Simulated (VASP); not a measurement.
# Al (Fm-3m) in VASP: notebook

Al is run at these levels: PBEsol; tasks: single point, relaxation of cell and atoms.

Program: VASP 6.6.1. These are calculated values, not measurements. Logs are shortened: lines on timing, memory, paths and dates and some standing lists are left out, and cuts for length are marked.

### Step 1. The cell of the first run

It takes space group Fm-3m (No. 225, cubic). Conventional cell: a = 4.015 Å, b = 4.015 Å, c = 4.015 Å, α = 90.00°, β = 90.00°, γ = 90.00°. Within 3.7 Å of Al (site symmetry m-3m) lie 12 Al at 2.84 Å.

### Step 2. Single point, PBEsol

Contents of INCAR:

```
SYSTEM = Al
PREC = Accurate ; ENCUT = 520
EDIFF = 1E-6 ; ISMEAR = 0
SIGMA = 0.1 ; LREAL = .FALSE.
LASPH = .TRUE. ; NELM = 60
ALGO = Normal ; ISIF = 2
LWAVE = .FALSE. ; LCHARG = .TRUE.
GGA = PS ; LELF = .TRUE.
LVHAR = .TRUE. ; NBANDS = 8
```

Contents of KPOINTS:

```
regular mesh
0
G
  18 18 18
  0 0 0
```

Contents of POSCAR:

```
Al
1.0
    0.0000000000      2.0076962999      2.0076962999
    2.0076962999      0.0000000000      2.0076962999
    2.0076962999      2.0076962999      0.0000000000
Al
1
Direct
    0.0000000000      0.0000000000      0.0000000000
```

Potentials or basis: VASP PAW PBE potentials, release 64 (Al).

Run with:

```sh
cat potpaw_PBE.64/Al/POTCAR > POTCAR
mpirun -np 1 vasp_std > vasp.out
```

OUTCAR:

```text
SYSTEM = Al
   PREC = Accurate
   ENCUT = 520
   EDIFF = 1E-6
   ISMEAR = 0
   LREAL = .FALSE.
   LASPH = .TRUE.
   NELM = 60
   ISIF = 2
   GGA = PS

 ion  position               nearest neighbor table
   1  0.000  0.000  0.000-

  LATTYP: Found a face centered cubic cell.
 ALAT       =     4.0153925998

  Lattice vectors:

 A1 = (   0.0000000000,   2.0076962999,   2.0076962999)
 A2 = (   2.0076962999,   0.0000000000,   2.0076962999)
 A3 = (   2.0076962999,   2.0076962999,   0.0000000000)

Analysis of symmetry for initial positions (statically):
=====================================================================
 Subroutine PRICEL returns:
 Original cell was already a primitive cell.

 Routine SETGRP: Setting up the symmetry group for a
 face centered cubic supercell.

 Subroutine GETGRP returns: Found 48 space group operations
 (whereof 48 operations were pure point group operations)
 out of a pool of 48 trial point group operations.

The static configuration has the point symmetry O_h .

Analysis of symmetry for dynamics (positions and initial velocities):
=====================================================================
 Subroutine PRICEL returns:
 Original cell was already a primitive cell.

 Routine SETGRP: Setting up the symmetry group for a
 face centered cubic supercell.

 Subroutine GETGRP returns: Found 48 space group operations
 (whereof 48 operations were pure point group operations)
 out of a pool of 48 trial point group operations.

The dynamic configuration has the point symmetry O_h .

 Subroutine INISYM returns: Found 48 space group operations
 (whereof 48 operations are pure point group operations),
 and found     1 'primitive' translations

----------------------------------------------------------------------------------------

                                     Primitive cell

  volume of cell :      16.1854

  direct lattice vectors                    reciprocal lattice vectors
     0.000000000  2.007696300  2.007696300    -0.249041650  0.249041650  0.249041650
     2.007696300  0.000000000  2.007696300     0.249041650 -0.249041650  0.249041650
     2.007696300  2.007696300  0.000000000     0.249041650  0.249041650 -0.249041650

  length of vectors
     2.839311336  2.839311336  2.839311336     0.431352792  0.431352792  0.431352792

  position of ions in fractional coordinates (direct lattice)
     0.000000000  0.000000000  0.000000000

  ion indices of the primitive-cell ions
   primitive index   ion index
                 1           1

----------------------------------------------------------------------------------------

 KPOINTS: regular mesh

Automatic generation of k-mesh.
 Grid dimensions read from file:
 generate k-points for:   18   18   18

 Generating k-lattice:

  Cartesian coordinates                     Fractional coordinates (reciprocal lattice)
    -0.013835647  0.013835647  0.013835647     0.055555556  0.000000000  0.000000000
     0.013835647 -0.013835647  0.013835647     0.000000000  0.055555556  0.000000000
     0.013835647  0.013835647 -0.013835647     0.000000000  0.000000000  0.055555556

  Length of vectors
     0.023964044  0.023964044  0.023964044

  Shift w.r.t. Gamma in fractional coordinates (k-lattice)
     0.000000000  0.000000000  0.000000000

 Subroutine IBZKPT returns following result:
 ===========================================

 Found    195 irreducible k-points:

 Following reciprocal coordinates:
            Coordinates               Weight
  0.000000  0.000000  0.000000      1.000000
  0.055556  0.000000  0.000000      8.000000
  0.111111  0.000000  0.000000      8.000000
  0.166667  0.000000  0.000000      8.000000
  0.222222  0.000000  0.000000      8.000000
  0.277778  0.000000  0.000000      8.000000
[... 16 lines left out ...]
 -0.277778  0.055556  0.000000     24.000000
 -0.222222  0.055556  0.000000     24.000000
 [... further k-points ...]
   k-points           NKPTS =    195   k-points in BZ     NKDIM =    195   number of bands    NBANDS=      8
   number of dos      NEDOS =    301   number of ions     NIONS =      1
   total plane-waves  NPLWV =  13824
   dimension x,y,z NGX =    24 NGY =   24 NGZ =   24
   dimension x,y,z NGXF=    48 NGYF=   48 NGZF=   48
   ions per type =               1
   NGX,Y,Z   is equivalent  to a cutoff of  14.05, 14.05, 14.05 a.u.
   NGXF,Y,Z  is equivalent  to a cutoff of  28.10, 28.10, 28.10 a.u.
 SYSTEM =  Al
   PREC   = accura    normal or accurate (medium, high low for compatibility)
   ISTART =      0    job   : 0-new  1-cont  2-samecut
   ICHARG =      2    charge: 1-file 2-atom 10-const
   ISPIN  =      1    spin polarized calculation?
   LNONCOLLINEAR =      F non collinear calculations
   LSORBIT =      F    spin-orbit coupling
   LASPH  =      T    aspherical Exc in radial PAW
   ENCUT  =  520.0 eV  38.22 Ry    6.18 a.u.   5.28  5.28  5.28*2*pi/ulx,y,z
   NELM   =     60;   NELMIN=  2; NELMDL= -5     # of ELM steps
   EDIFF  = 0.1E-05   stopping-criterion for ELM
   LREAL  =      F    real-space projection
   EDIFFG = 0.1E-04   stopping-criterion for IOM
   NSW    =      0    number of steps for IOM
   IBRION =     -1    ionic relax: 0-MD 1-quasi-New 2-CG
   NFREE  =      0    steps in history (QN), initial steepest desc. (CG)
   ISIF   =      2    stress and relaxation
   ISYM   =      2    0-nonsym 1-usesym 2-fastsym
   POTIM  = 0.5000    time-step for ionic-motion
   TEBEG  =    0.0;   TEEND  =   0.0 temperature during run
   PSTRESS=    0.0 pullay stress
   NELECT =       3.0000    total number of electrons
   NUPDOWN=      -1.0000    fix difference up-down
   EMIN   =  10.00;   EMAX   =-10.00  energy-range for DOS
   EFERMI =   0.00;   METHOD = LEGACY
   ISMEAR =     0;   SIGMA  =   0.10  broadening in eV -4-tet -1-fermi 0-gaus
   EFERMI_NEDOS =   21; number of points for ismear=-14 and -15
   IALGO  =     38    algorithm
   IMIX   =      4    mixing-type and parameters
     AMIX     =   0.40;   BMIX     =  1.00
     AMIX_MAG =   1.60;   BMIX_MAG =  1.00
  volume/ion in A,a.u.               =      16.19       109.22
  Fermi-wavevector in a.u.,A,eV,Ry     =   0.933413  1.763895 11.854213  0.871260
  Thomas-Fermi vector in A             =   2.060112
   LORBIT       =      0    0 simple, 1 ext, 2 COOP (PROOUT), +10 PAW based schemes
   GGA     = PS    functional components
   LHFCALC =     F    Hartree Fock is set to
   AEXX    =    0.0000 exact exchange contribution
   IVDW    =     0    specifies the selected vdW correction
   LEPSILON=     F    determine dielectric tensor
   LRPA    =     F    only Hartree local field effects (RPA)
 non-spin polarized calculation
 Gauss-broadening in eV      SIGMA  =   0.10
  energy-cutoff  :      520.00
  volume of cell :       16.19
 maximum number of plane-waves:       448
 NGX is ok and might be reduce to    24
   NGX = 11   NGY = 11   NGZ = 11

 number of electron       3.0000000 magnetization

 Free energy of the ion-electron system (eV)
  ---------------------------------------------------
  ext. energy  EPLUGINS =         0.00000000
  ---------------------------------------------------
  free energy    TOTEN  =        -4.09067876 eV

  energy without entropy =       -4.08769106  energy(sigma->0) =       -4.08918491

 E-fermi :   8.1423     XC(G=0): -10.3271

 val. band max:        8.1279477870   @ k =  -0.2778   0.2778   0.0556
 cond. band min:       8.1508979366   @ k =  -0.4444   0.3333   0.1111
 fundamental gap:      0.0229501496
 Fermi energy:         8.1422797418

 k-point     1 :       0.0000    0.0000    0.0000
  band No.  band energies     occupation
      1      -3.1116      2.00000
      2      20.8535      0.00000
      3      20.8535      0.00000
      4      20.8535      0.00000
      5      22.4915      0.00000
      6      22.4915      0.00000
      7      22.4915      0.00000
      8      24.7768      0.00000

 k-point     2 :       0.0556    0.0000    0.0000
  band No.  band energies     occupation
      1      -3.0267      2.00000
      2      19.3523      0.00000
      3      20.5599      0.00000
      4      20.5599      0.00000
      5      22.9182      0.00000
      6      22.9182      0.00000
      7      23.0393      0.00000
      8      25.6704      0.00000

 k-point     3 :       0.1111    0.0000    0.0000
  band No.  band energies     occupation
      1      -2.7721      2.00000
      2      17.1150      0.00000
      3      20.0609      0.00000
      4      20.0609      0.00000
      5      23.0907      0.00000
      6      23.7881      0.00000
      7      23.7881      0.00000
      8      26.2136      0.00000

 k-point     4 :       0.1667    0.0000    0.0000
  band No.  band energies     occupation
      1      -2.3489      2.00000
      2      14.8578      0.00000
      3      19.6197      0.00000
      4      19.6197      0.00000
      5      22.9208      0.00000
      6      24.3907      0.00000
      7      24.3907      0.00000
      8      25.5648      0.00000

 k-point     5 :       0.2222    0.0000    0.0000
  band No.  band energies     occupation
      1      -1.7585      2.00000
      2      12.6761      0.00000
      3      19.2940      0.00000
      4      19.2940      0.00000
      5      22.7443      0.00000
      6      23.5766      0.00000
      7      23.5766      0.00000
      8      26.5429      0.00000

 k-point     6 :       0.2778    0.0000    0.0000
  band No.  band energies     occupation
      1      -1.0031      2.00000
      2      10.6019      0.00000
      3      19.0994      0.00000
      4      19.0994      0.00000
      5      22.5696      0.00000
      6      22.5696      0.00000
      7      22.6410      0.00000
      8      26.6315      0.00000

 k-point     7 :       0.3333    0.0000    0.0000
  band No.  band energies     occupation
      1      -0.0854      2.00000
      2       8.6510      0.00000
      3      19.0419      0.00000
      4      19.0419      0.00000
      5      21.6562      0.00000
      6      21.6562      0.00000
      7      22.6509      0.00000
      8      25.6913      0.00000
[... 133 lines left out ...]
 k-point    20 :      -0.4444    0.0556    0.0000
  band No.  band energies     occupation
      1       2.7368      2.00000
      2       4.7030      2.00000
      3      17.7616      0.00000
      4      18.9347      0.00000
      5      20.3927      0.00000
      6      20.6879      0.00000
      7      23.8542      0.00000
      8      24.8273      0.00000

 k-point    21 :      -0.3889    0.0556    0.0000
  band No.  band energies     occupation
      1       1.4579      2.00000
      2       6.3279      2.00000
      3      17.4880      0.00000
      4      19.5397      0.00000
      5      20.4159      0.00000
      6      21.0099      0.00000
      7      23.5192      0.00000
      8      25.4740      0.00000

 k-point    22 :      -0.3333    0.0556    0.0000
  band No.  band energies     occupation
      1       0.3297      2.00000
      2       8.0973      1.47518
      3      17.3603      0.00000
      4      20.2556      0.00000
      5      20.3141      0.00000
      6      21.7629      0.00000
      7      23.3280      0.00000
      8      26.2316      0.00000

 k-point    23 :      -0.2778    0.0556    0.0000
  band No.  band energies     occupation
      1      -0.6409      2.00000
      2      10.0012      0.00000
      3      17.3783      0.00000
      4      20.2844      0.00000
      5      21.1736      0.00000
      6      22.6329      0.00000
      7      23.2826      0.00000
      8      27.0293      0.00000

 k-point    24 :      -0.2222    0.0556    0.0000
  band No.  band energies     occupation
      1      -1.4503      2.00000
      2      12.0293      0.00000
      3      17.5415      0.00000
      4      20.4200      0.00000
      5      22.1788      0.00000
      6      23.2612      0.00000
      7      23.7035      0.00000
      8      25.9144      0.00000

 [... further k-points ...]

------------------------ aborting loop because EDIFF is reached ----------------------------------------

  FORCE on cell =-STRESS in cart. coord.  units (eV):
  Direction    XX          YY          ZZ          XY          YZ          ZX
  --------------------------------------------------------------------------------------
  -------------------------------------------------------------------------------------
  Total        0.0040868      0.0040868      0.0040868      0.0000000     -0.0000000      0.0000000
  in kB        0.4045503      0.4045503      0.4045503      0.0000000     -0.0000000      0.0000000
  external PRESSURE =       0.4045503 kB  Pullay stress =       0.0000000 kB

 VOLUME and BASIS-vectors are now :
 -----------------------------------------------------------------------------
  energy-cutoff  :      520.00
  volume of cell :       16.19
      direct lattice vectors                 reciprocal lattice vectors
     0.000000000  2.007696300  2.007696300    -0.249041650  0.249041650  0.249041650
     2.007696300  0.000000000  2.007696300     0.249041650 -0.249041650  0.249041650
     2.007696300  2.007696300  0.000000000     0.249041650  0.249041650 -0.249041650

 POSITION                                       TOTAL-FORCE (eV/Angst)
 -----------------------------------------------------------------------------------
      0.00000      0.00000      0.00000         0.000000      0.000000      0.000000
 -----------------------------------------------------------------------------------
    total drift:                                0.000000     -0.000000     -0.000000

  FREE ENERGIE OF THE ION-ELECTRON SYSTEM (eV)
  ---------------------------------------------------
  free  energy   TOTEN  =        -4.0906787591 eV

  energy  without entropy=       -4.0876910593  energy(sigma->0) =       -4.08918491
```

Wall time 6.1 s (1 thread of Intel Xeon 6975P-C (Granite Rapids), shared host); peak memory 0.14 GiB.

What came out:

```yaml
Free_energy: -4.0907 eV
Pressure: 0.0 GPa
```

Levels at points of the mesh, in eV from the Fermi level:
```tsv
k point	band 1	band 2	band 3	band 4	band 5	band 6
(0.00, 0.00, 0.00)	-11.25	12.71	12.71	12.71	14.35	14.35
(0.50, 0.00, 0.00)	-4.66	-4.39	11.53	11.53	11.61	11.61
(0.50, 0.50, 0.00)	-2.96	-1.60	5.27	5.69	5.69	9.25
```

Caveat: the PAW data sets were made with another functional, which shifts forces and pressure a little.

(Continued in part 2 of 3.)
